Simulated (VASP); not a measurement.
# Si (Fd-3m) in VASP: a series of runs, part 2 of 2

VASP 6.6.1.

## (4) Dielectric tensor, r2SCAN

This run uses another cell than the first one, of 20.17 Å³/atom, 1.006 times its volume.

INCAR

```
ALGO = Normal
EDIFF = 1E-8
ENCUT = 520
ISIF = 2
ISMEAR = 0
LASPH = True
LCALCEPS = True
LCHARG = False
LMIXTAU = True
LREAL = False
LWAVE = False
METAGGA = R2SCAN
NELM = 100
PREC = Accurate
SIGMA = 0.01
```

KPOINTS

```
k-points
0
Gamma
  6 6 6
```

POSCAR

```
Si
1.0
    0.0000000000      2.7221188957      2.7221188957
    2.7221188957      0.0000000000      2.7221188957
    2.7221188957      2.7221188957      0.0000000000
Si
2
Direct
    0.0000000000      0.0000000000      0.0000000000
    0.2500000000      0.2500000000      0.2500000000
```

Potentials or basis: VASP PAW PBE potentials, release 64 (Si).

On the command line:

```bash
cat potpaw_PBE.64/Si/POTCAR > POTCAR
mpirun -np 1 vasp_std > vasp.out
```

OUTCAR:

```text
EDIFF = 1E-8
   ENCUT = 520
   ISIF = 2
   ISMEAR = 0
   LASPH = True
   LREAL = False
   METAGGA = R2SCAN
   NELM = 100
   PREC = Accurate

 ion  position               nearest neighbor table
   1  0.000  0.000  0.000-   2 2.36   2 2.36   2 2.36   2 2.36
   2  0.250  0.250  0.250-   1 2.36   1 2.36   1 2.36   1 2.36

  LATTYP: Found a face centered cubic cell.
 ALAT       =     5.4442377914

  Lattice vectors:

 A1 = (   0.0000000000,   2.7221188957,   2.7221188957)
 A2 = (   2.7221188957,   0.0000000000,   2.7221188957)
 A3 = (   2.7221188957,   2.7221188957,   0.0000000000)

Analysis of symmetry for initial positions (statically):
=====================================================================
 Subroutine PRICEL returns:
 Original cell was already a primitive cell.

 Routine SETGRP: Setting up the symmetry group for a
 face centered cubic supercell.

 Subroutine GETGRP returns: Found 48 space group operations
 (whereof 24 operations were pure point group operations)
 out of a pool of 48 trial point group operations.

The static configuration has the point symmetry T_d .
 The point group associated with its full space group is O_h .

Analysis of symmetry for dynamics (positions and initial velocities):
=====================================================================
 Subroutine PRICEL returns:
 Original cell was already a primitive cell.

 Routine SETGRP: Setting up the symmetry group for a
 face centered cubic supercell.

 Subroutine GETGRP returns: Found 48 space group operations
 (whereof 24 operations were pure point group operations)
 out of a pool of 48 trial point group operations.

The dynamic configuration has the point symmetry T_d .
 The point group associated with its full space group is O_h .

 Subroutine INISYM returns: Found 48 space group operations
 (whereof 24 operations are pure point group operations),
 and found     1 'primitive' translations

----------------------------------------------------------------------------------------

                                     Primitive cell

  volume of cell :      40.3414

  direct lattice vectors                    reciprocal lattice vectors
     0.000000000  2.722118896  2.722118896    -0.183680441  0.183680441  0.183680441
     2.722118896  0.000000000  2.722118896     0.183680441 -0.183680441  0.183680441
     2.722118896  2.722118896  0.000000000     0.183680441  0.183680441 -0.183680441

  length of vectors
     3.849657461  3.849657461  3.849657461     0.318143857  0.318143857  0.318143857

  position of ions in fractional coordinates (direct lattice)
     0.000000000  0.000000000  0.000000000
     0.250000000  0.250000000  0.250000000

  ion indices of the primitive-cell ions
   primitive index   ion index
                 1           1
                 2           2

----------------------------------------------------------------------------------------

 KPOINTS: k-points

Automatic generation of k-mesh.
 Grid dimensions read from file:
[... 72 lines left out ...]
   EFERMI_NEDOS =   21; number of points for ismear=-14 and -15
   IALGO  =     38    algorithm
   IMIX   =      4    mixing-type and parameters
     AMIX     =   0.40;   BMIX     =  1.00
     AMIX_MAG =   1.60;   BMIX_MAG =  1.00
  volume/ion in A,a.u.               =      20.17       136.12
  Fermi-wavevector in a.u.,A,eV,Ry     =   0.954672  1.804069 12.400344  0.911400
  Thomas-Fermi vector in A             =   2.083440
   LORBIT       =      0    0 simple, 1 ext, 2 COOP (PROOUT), +10 PAW based schemes
   METAGGA = R2SCAN    functional components
   LHFCALC =     F    Hartree Fock is set to
   AEXX    =    0.0000 exact exchange contribution
   IVDW    =     0    specifies the selected vdW correction
   LEPSILON=     F    determine dielectric tensor
   LRPA    =     F    only Hartree local field effects (RPA)
   LRPA       =     F
 non-spin polarized calculation
 Gauss-broadening in eV      SIGMA  =   0.01
  energy-cutoff  :      520.00
  volume of cell :       40.34
 maximum number of plane-waves:      1106
 NGX is ok and might be reduce to    30
   NGX = 15   NGY = 15   NGZ = 15

 Total electronic dipole moment: p[elc]=(     0.00000    -0.00000    -0.00000 ) |e| Angst

 number of electron       8.0000001 magnetization

 Free energy of the ion-electron system (eV)
  ---------------------------------------------------
  ext. energy  EPLUGINS =         0.00000000
  ---------------------------------------------------
  free energy    TOTEN  =       -17.52908093 eV

  energy without entropy =      -17.52908093  energy(sigma->0) =      -17.52908093

 E-fermi :   5.7490     XC(G=0):  -9.8217

 val. band max:        5.6684744928   @ k =   0.0000   0.0000   0.0000
 cond. band min:   10000.0000000000   @ k =   0.0000   0.0000   0.0000
 fundamental gap:   9994.3315255072
 Fermi energy:         5.7490327086

 k-point     1 :       0.0000    0.0000    0.0000
  band No.  band energies     occupation
      1      -6.8051      2.00000
      2       5.6684      2.00000
      3       5.6684      2.00000
      4       5.6685      2.00000
      5   10000.0000      0.00000
      6   10000.0000      0.00000
      7   10000.0000      0.00000
      8   10000.0000      0.00000
[... 243 lines left out ...]
 k-point    24 :       0.0000    0.3333    0.1667
  band No.  band energies     occupation
      1      -5.4459      2.00000
      2       1.0806      2.00000
      3       3.6126      2.00000
      4       3.8374      2.00000
      5   10000.0000      0.00000
      6   10000.0000      0.00000
      7   10000.0000      0.00000
      8   10000.0000      0.00000

 [... further k-points ...]

------------------------ aborting loop because EDIFF is reached ----------------------------------------

            Ionic dipole moment: p[ion]=(     5.44424     5.44424     5.44424 ) |e| Angst

 Total electronic dipole moment: p[elc]=(     0.00007     0.00007     0.02278 ) |e| Angst

 MACROSCOPIC STATIC DIELECTRIC TENSOR (including local field effects)
 ------------------------------------------------------
          11.220223    -0.000000     0.000000
           0.000000    11.220223    -0.000000
          -0.000000     0.000000    11.220223
 ------------------------------------------------------

 PIEZOELECTRIC TENSOR (including local field effects) (e Angst)
          XX          YY          ZZ          XY          YZ          ZX
  --------------------------------------------------------------------------------
  x     0.00000     0.00000     0.00000     0.00000     0.00000     0.00000
  y    -0.00000     0.00000    -0.00000     0.00000    -0.00000    -0.00000
  z    -0.00000    -0.00000     0.00000     0.00000    -0.00000    -0.00000

 PIEZOELECTRIC TENSOR (including local field effects) (C/m^2)
          XX          YY          ZZ          XY          YZ          ZX
  --------------------------------------------------------------------------------
  x     0.00000     0.00000     0.00000     0.00000     0.00000     0.00000
  y    -0.00000     0.00000    -0.00000     0.00000    -0.00000    -0.00000
  z    -0.00000    -0.00000     0.00000     0.00000    -0.00000    -0.00000

 BORN EFFECTIVE CHARGES (including local field effects) (in |e|, cummulative output)
 ---------------------------------------------------------------------------------
 ion    1
    1     0.00000     0.00000    -0.00000
    2     0.00000     0.00000     0.00000
    3    -0.00000    -0.00000     0.00000
 ion    2
    1    -0.00000     0.00000     0.00000
    2     0.00000    -0.00000     0.00000
    3    -0.00000     0.00000    -0.00000

  FORCE on cell =-STRESS in cart. coord.  units (eV):
  Direction    XX          YY          ZZ          XY          YZ          ZX
  --------------------------------------------------------------------------------------
  -------------------------------------------------------------------------------------
  Total       -0.0432665     -0.0432665     -0.0432665     -0.0000000      0.0000000      0.0000000
  in kB       -1.7183460     -1.7183460     -1.7183460     -0.0000000      0.0000000      0.0000000
  external PRESSURE =      -1.7183460 kB  Pullay stress =       0.0000000 kB

 VOLUME and BASIS-vectors are now :
 -----------------------------------------------------------------------------
  energy-cutoff  :      520.00
  volume of cell :       40.34
      direct lattice vectors                 reciprocal lattice vectors
     0.000000000  2.722118896  2.722118896    -0.183680441  0.183680441  0.183680441
     2.722118896  0.000000000  2.722118896     0.183680441 -0.183680441  0.183680441
     2.722118896  2.722118896  0.000000000     0.183680441  0.183680441 -0.183680441

 POSITION                                       TOTAL-FORCE (eV/Angst)
 -----------------------------------------------------------------------------------
      0.00000      0.00000      0.00000         0.000000      0.000000     -0.000000
      1.36106      1.36106      1.36106        -0.000000     -0.000000      0.000000
 -----------------------------------------------------------------------------------
    total drift:                               -0.000000     -0.000000     -0.000000

  FREE ENERGIE OF THE ION-ELECTRON SYSTEM (eV)
  ---------------------------------------------------
  free  energy   TOTEN  =       -17.5290809276 eV

  energy  without entropy=      -17.5290809276  energy(sigma->0) =      -17.52908093
```

OSZICAR:

```text
N       E                     dE             d eps       ncg     rms          rms(c)
DAV:   1    -0.503010912074E+00   -0.50301E+00   -0.34039E+03   256   0.788E+02
DAV:   2    -0.184497115736E+02   -0.17947E+02   -0.17119E+02   368   0.855E+01
[... 13 lines left out ...]
DMP:  10    -0.175290807584E+02   -0.17477E-06   -0.11200E-06   544   0.173E-06   0.206E-06
DMP:  11    -0.175290808308E+02   -0.72404E-07   -0.59981E-07   544   0.108E-06   0.816E-07
DMP:  12    -0.175290808731E+02   -0.42296E-07   -0.39127E-07   544   0.659E-07   0.614E-07
DMP:  13    -0.175290809017E+02   -0.28621E-07   -0.23146E-07   544   0.341E-07   0.457E-07
DMP:  14    -0.175290809185E+02   -0.16752E-07   -0.12465E-07   544   0.174E-07   0.265E-07
DMP:  15    -0.175290809276E+02   -0.90919E-08   -0.69069E-08   544   0.962E-08   0.147E-07
   1 F= -.17529081E+02 E0= -.17529081E+02  d E =-.461359E-32
```

It took 16 min on 1 thread of Intel Xeon 6975P-C, shared host; peak memory 0.25 GiB.

Results:

```yaml
Band_gap_on_the_k_mesh: 0.93 eV, indirect (least direct gap 2.75 eV)
Electronic_dielectric_tensor_diagonal: 11.22
Born_charges_mean_of_the_diagonal: Si +0.00 e
```

Electronic dielectric tensor:
```
11.22  0.00  0.00
 0.00 11.22  0.00
 0.00  0.00 11.22
```

Born effective charge tensors (e):
atom 1, Si
```
0.00 0.00 0.00
0.00 0.00 0.00
0.00 0.00 0.00
```
atom 2, Si
```
0.00 0.00 0.00
0.00 0.00 0.00
0.00 0.00 0.00
```

Dipole moments of the cell (e·Å, modulo the quantum): ionic 5.444, 5.444, 5.444; electronic 0.000, 0.000, 0.023

Caveat: the PAW data sets were made with another functional, which shifts forces and pressure a little. A k mesh can miss the band edges.

## (5) Overview

```csv
task,level,cell,gap on the mesh (eV)
vibrations by perturbation theory,PBEsol,"a = 3.842 Å, angles 60.0°, 2 atoms",-
dielectric tensor,PBE,"a = 3.850 Å, angles 60.0°, 2 atoms",0.72
dielectric tensor,r2SCAN,"a = 3.850 Å, angles 60.0°, 2 atoms",0.93
```

Alike in all rows: potentials or basis VASP PAW PBE potentials, release 64 (Si); no spin polarisation; k mesh 6 × 6 × 6; cutoff (eV) 520; smearing gaussian 0.01 eV.

Caveats: the PAW data sets were made with another functional, which shifts forces and pressure a little (some runs).

Absolute energies hang on the potentials; compare differences alone.
